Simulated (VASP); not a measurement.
# BaTiO3 (Barioperovskite) (Amm2) in VASP: notebook

Aim: see how the results for BaTiO3 (Barioperovskite) move with the level of theory and the settings. Levels: r2SCAN, PBE. Tasks: single point.

Everything below comes from runs of VASP 6.6.1. Logs are shortened: lines on timing, memory, paths and dates and some standing lists are left out, and cuts for length are marked.

## Step 1: The cell of the first run

The structure is orthorhombic, space group Amm2 (No. 38). Conventional cell: a = 4.080 Å, b = 5.884 Å, c = 5.918 Å, α = 90.00°, β = 90.00°, γ = 90.00°. Ba (site symmetry mm2) has 12 O at 2.80 to 3.12 Å and 8 Ti at 3.51 to 3.68 Å within 3.7 Å. Within 2.4 Å of Ti (site symmetry mm2) lie 6 O at 1.82 to 2.36 Å. O (site symmetry mm2) has 2 Ti at 2.06 Å within 2.7 Å. Within 2.4 Å of O (site symmetry m) lie 2 Ti at 1.82 to 2.36 Å.

## Step 2: Single point, r2SCAN (strain +3.0%)

POSCAR reads:

```
BaTiO3
1.0
    4.0803351227      0.0000000000      0.0000000000
    0.0000000000      2.9420497762      2.9590000622
    0.0000000000     -2.9420497762      2.9590000622
Ba Ti O
1 1 3
Direct
    0.0000000000      0.0153968645      0.0153968645
    0.5000000000      0.5328480167      0.5328480167
    0.0000000000      0.4883301654      0.4883301654
    0.5000000000      0.4925029190      0.9678020346
    0.5000000000      0.9678020346      0.4925029190
```

INCAR.step1 reads:

```
PREC = Accurate ; ENCUT = 520
ISMEAR = 0 ; SIGMA = 0.01
LREAL = False ; LASPH = True
NELM = 100 ; NBANDS = 28
GGA = PE ; ALGO = Normal
EDIFF = 1E-4 ; LWAVE = True
LCHARG = False
```

INCAR.step2 reads:

```
PREC = Accurate ; ENCUT = 520
EDIFF = 1E-7 ; ISMEAR = 0
SIGMA = 0.01 ; LREAL = False
LASPH = True ; NELM = 100
ALGO = Normal ; ISIF = 2
LWAVE = False ; LCHARG = True
METAGGA = R2SCAN ; LMIXTAU = True
LELF = True ; LVHAR = True
NBANDS = 28 ; ISTART = 1
```

KPOINTS reads:

```
Automatic mesh
0
Gamma
  6 6 6
```

Potentials or basis: VASP PAW PBE potentials, release 64 (Ba_sv, Ti_sv, O).

Run with:

```
$ cat potpaw_PBE.64/Ba_sv/POTCAR potpaw_PBE.64/Ti_sv/POTCAR potpaw_PBE.64/O/POTCAR > POTCAR
$ cp INCAR.step1 INCAR
$ mpirun -np 1 vasp_std > vasp.out
$ cp INCAR.step2 INCAR
$ mpirun -np 1 vasp_std > vasp.out
```

OUTCAR:

```text
PREC = Accurate
   ENCUT = 520
   EDIFF = 1E-7
   ISMEAR = 0
   LREAL = False
   LASPH = True
   NELM = 100
   ISIF = 2
   METAGGA = R2SCAN
   ISTART = 1

 ion  position               nearest neighbor table
   1  0.000  0.015  0.015-   3 2.80   4 2.86   5 2.86   4 2.86   5 2.86   3 2.95   3 2.95   5 2.99
                             4 2.99   5 2.99   4 2.99   3 3.12   2 3.51   2 3.51   2 3.58   2 3.58
   2  0.500  0.533  0.533-   4 1.82   5 1.82   3 2.06   3 2.06   5 2.36   4 2.36   1 3.51   1 3.51
                             1 3.58   1 3.58   1 3.58   1 3.58   1 3.68   1 3.68
   3  0.000  0.488  0.488-   2 2.06   2 2.06   1 2.80   1 2.95   1 2.95   1 3.12
   4  0.500  0.493  0.968-   2 1.82   2 2.36   1 2.86   1 2.86   1 2.99   1 2.99
   5  0.500  0.968  0.493-   2 1.82   2 2.36   1 2.86   1 2.86   1 2.99   1 2.99

  LATTYP: Found a base centered orthorhombic cell.
 ALAT       =     5.8840995524
 B/A-ratio  =     1.0057613865
 C/A-ratio  =     0.6934510687

  Lattice vectors:

 A1 = (   0.0000000000,   2.9420497762,  -2.9590000622)
 A2 = (   0.0000000000,   2.9420497762,   2.9590000622)
 A3 = (   4.0803351227,   0.0000000000,   0.0000000000)

Analysis of symmetry for initial positions (statically):
=====================================================================
 Subroutine PRICEL returns:
 Original cell was already a primitive cell.

 Routine SETGRP: Setting up the symmetry group for a
 base centered orthorhombic supercell.

 Subroutine GETGRP returns: Found  4 space group operations
 (whereof  4 operations were pure point group operations)
 out of a pool of  8 trial point group operations.

The static configuration has the point symmetry C_2v.

Analysis of symmetry for dynamics (positions and initial velocities):
=====================================================================
 Subroutine PRICEL returns:
 Original cell was already a primitive cell.

 Routine SETGRP: Setting up the symmetry group for a
 base centered orthorhombic supercell.

 Subroutine GETGRP returns: Found  4 space group operations
 (whereof  4 operations were pure point group operations)
 out of a pool of  8 trial point group operations.

The dynamic configuration has the point symmetry C_2v.

 Subroutine INISYM returns: Found  4 space group operations
 (whereof  4 operations are pure point group operations),
 and found     1 'primitive' translations

----------------------------------------------------------------------------------------

                                     Primitive cell
[... 94 lines left out ...]
   LASPH  =      T    aspherical Exc in radial PAW
   ENCUT  =  520.0 eV  38.22 Ry    6.18 a.u.   7.59  7.76  7.76*2*pi/ulx,y,z
   NELM   =    100;   NELMIN=  2; NELMDL=  0     # of ELM steps
   EDIFF  = 0.1E-06   stopping-criterion for ELM
   LREAL  =      F    real-space projection
   EDIFFG = 0.1E-05   stopping-criterion for IOM
   NSW    =      0    number of steps for IOM
   IBRION =     -1    ionic relax: 0-MD 1-quasi-New 2-CG
   NFREE  =      0    steps in history (QN), initial steepest desc. (CG)
   ISIF   =      2    stress and relaxation
   ISYM   =      2    0-nonsym 1-usesym 2-fastsym
   POTIM  = 0.5000    time-step for ionic-motion
   TEBEG  =    0.0;   TEEND  =   0.0 temperature during run
   PSTRESS=    0.0 pullay stress
   NELECT =      40.0000    total number of electrons
   NUPDOWN=      -1.0000    fix difference up-down
   EMIN   =  10.00;   EMAX   =-10.00  energy-range for DOS
   EFERMI =   0.00;   METHOD = LEGACY
   ISMEAR =     0;   SIGMA  =   0.01  broadening in eV -4-tet -1-fermi 0-gaus
   EFERMI_NEDOS =   21; number of points for ismear=-14 and -15
   IALGO  =     38    algorithm
   IMIX   =      4    mixing-type and parameters
     AMIX     =   0.40;   BMIX     =  1.00
     AMIX_MAG =   1.60;   BMIX_MAG =  1.00
  volume/ion in A,a.u.               =      14.21        95.88
  Fermi-wavevector in a.u.,A,eV,Ry     =   1.351827  2.554583 24.863792  1.827437
  Thomas-Fermi vector in A             =   2.479217
   LORBIT       =      0    0 simple, 1 ext, 2 COOP (PROOUT), +10 PAW based schemes
   METAGGA = R2SCAN    functional components
   LHFCALC =     F    Hartree Fock is set to
   AEXX    =    0.0000 exact exchange contribution
   IVDW    =     0    specifies the selected vdW correction
   LEPSILON=     F    determine dielectric tensor
   LRPA    =     F    only Hartree local field effects (RPA)
 non-spin polarized calculation
 Gauss-broadening in eV      SIGMA  =   0.01
  energy-cutoff  :      520.00
  volume of cell :       71.04
 maximum number of plane-waves:      1942
   NGX = 15   NGY = 15   NGZ = 15

 number of electron      39.9999999 magnetization

 Free energy of the ion-electron system (eV)
  ---------------------------------------------------
  ext. energy  EPLUGINS =         0.00000000
  ---------------------------------------------------
  free energy    TOTEN  =       -74.13448409 eV

  energy without entropy =      -74.13448409  energy(sigma->0) =      -74.13448409

 E-fermi :   2.8774     XC(G=0): -11.2989

 val. band max:        2.7834214738   @ k =   0.5000   0.5000   0.5000
 cond. band min:       5.6794186013   @ k =   0.0000   0.0000   0.0000
 fundamental gap:      2.8959971275
 Fermi energy:         2.8774102325

 k-point     1 :       0.0000    0.0000    0.0000
  band No.  band energies     occupation
      1     -55.8642      2.00000
      2     -31.1162      2.00000
      3     -31.1085      2.00000
      4     -30.9698      2.00000
      5     -23.0726      2.00000
      6     -14.8719      2.00000
[... 733 lines left out ...]
     27      11.0047      0.00000
     28      11.4449      0.00000

 [... further k-points ...]
[... 5 lines left out ...]
  --------------------------------------------------------------------------------------
  -------------------------------------------------------------------------------------
  Total       -4.4386415     -2.7406158     -2.2052881      0.0000000      0.0000000      0.0000000
  in kB     -100.1013270    -61.8070361    -49.7341946      0.0000000      0.0000000      0.0000000
  external PRESSURE =     -70.5475192 kB  Pullay stress =       0.0000000 kB

 VOLUME and BASIS-vectors are now :
 -----------------------------------------------------------------------------
  energy-cutoff  :      520.00
  volume of cell :       71.04
      direct lattice vectors                 reciprocal lattice vectors
     4.080335123  0.000000000  0.000000000     0.245077909  0.000000000  0.000000000
     0.000000000  2.942049776  2.959000062     0.000000000  0.169949538  0.168976002
     0.000000000 -2.942049776  2.959000062     0.000000000 -0.169949538  0.168976002

 POSITION                                       TOTAL-FORCE (eV/Angst)
 -----------------------------------------------------------------------------------
      0.00000      0.00000      0.09112         0.000000      0.000000     -0.046348
      2.04017      0.00000      3.15339         0.000000      0.000000     -0.228196
      0.00000      0.00000      2.88994         0.000000      0.000000      0.021836
      2.04017     -1.39835      4.32104         0.000000     -0.109107      0.126354
      2.04017      1.39835      4.32104         0.000000      0.109107      0.126354
 -----------------------------------------------------------------------------------
    total drift:                                0.000000     -0.000001      0.000917

  FREE ENERGIE OF THE ION-ELECTRON SYSTEM (eV)
  ---------------------------------------------------
  free  energy   TOTEN  =       -74.1344840932 eV

  energy  without entropy=      -74.1344840932  energy(sigma->0) =      -74.13448409
```

OUTCAR.step1:

```text
PREC = Accurate
   ENCUT = 520
   ISMEAR = 0
   LREAL = False
   LASPH = True
[... 979 lines left out ...]
      2.04017      0.00000      3.15339         0.000000     -0.000000     -0.229872
      0.00000      0.00000      2.88994         0.000000     -0.000000     -0.033511
      2.04017     -1.39835      4.32104         0.000000     -0.177982      0.144375
      2.04017      1.39835      4.32104         0.000000      0.177982      0.144375
 -----------------------------------------------------------------------------------
    total drift:                                0.000000     -0.000001     -0.001734

  FREE ENERGIE OF THE ION-ELECTRON SYSTEM (eV)
  ---------------------------------------------------
  free  energy   TOTEN  =       -39.9982033589 eV

  energy  without entropy=      -39.9982033589  energy(sigma->0) =      -39.99820336
```

It took 2.4 min on 1 thread of Intel Xeon 6975P-C (Granite Rapids), shared host; peak memory 0.25 GiB.

Results:

| Property | Result |
| --- | --- |
| Free energy | -74.1345 eV |
| Pressure | -7.1 GPa |
| Largest force | 0.228 eV/Å |
| Band gap on the k mesh | 2.90 eV, indirect (least direct gap 3.39 eV) |

Forces on the atoms (eV/Å):
```
Ba   0.000  0.000 -0.046
Ti   0.000  0.000 -0.228
O    0.000  0.000  0.022
O    0.000 -0.109  0.126
O    0.000  0.109  0.126
```

Stress tensor (GPa, compression positive):
```
-10.01   0.00   0.00
  0.00  -6.18   0.00
  0.00   0.00  -4.97
```

Levels at points of the mesh, in eV from the valence-band top:
| k point | band 17 | band 18 | band 19 | band 20 | band 21 | band 22 | band 23 | band 24 |
| --- | --- | --- | --- | --- | --- | --- | --- | --- |
| (0.00, 0.00, 0.00) | -1.25 | -0.86 | -0.71 | -0.61 | 2.90 | 3.10 | 3.30 | 4.55 |
| (0.50, 0.00, 0.00) | -1.55 | -1.48 | -1.37 | -1.22 | 3.33 | 3.78 | 4.13 | 4.68 |
| (0.00, 0.50, 0.00) | -1.69 | -1.57 | -1.15 | -0.88 | 3.07 | 4.03 | 4.05 | 4.60 |
| (0.50, 0.50, 0.00) | -1.81 | -1.13 | -0.99 | -0.09 | 3.96 | 4.08 | 4.35 | 4.84 |
| (0.00, 0.50, 0.50) | -1.63 | -0.90 | -0.78 | -0.42 | 4.05 | 4.08 | 4.25 | 5.11 |
| (0.50, 0.50, 0.50) | -2.45 | -0.37 | -0.06 | 0.00 | 4.30 | 4.44 | 4.61 | 6.50 |

Caveat: the cell differs from its parent crystal (strain +3.0%); the PAW data sets were made with another functional, which shifts forces and pressure a little; spin-orbit coupling is left out, which moves the levels of the heavy elements. A k mesh can miss the band edges.

(Continued in part 2 of 2.)
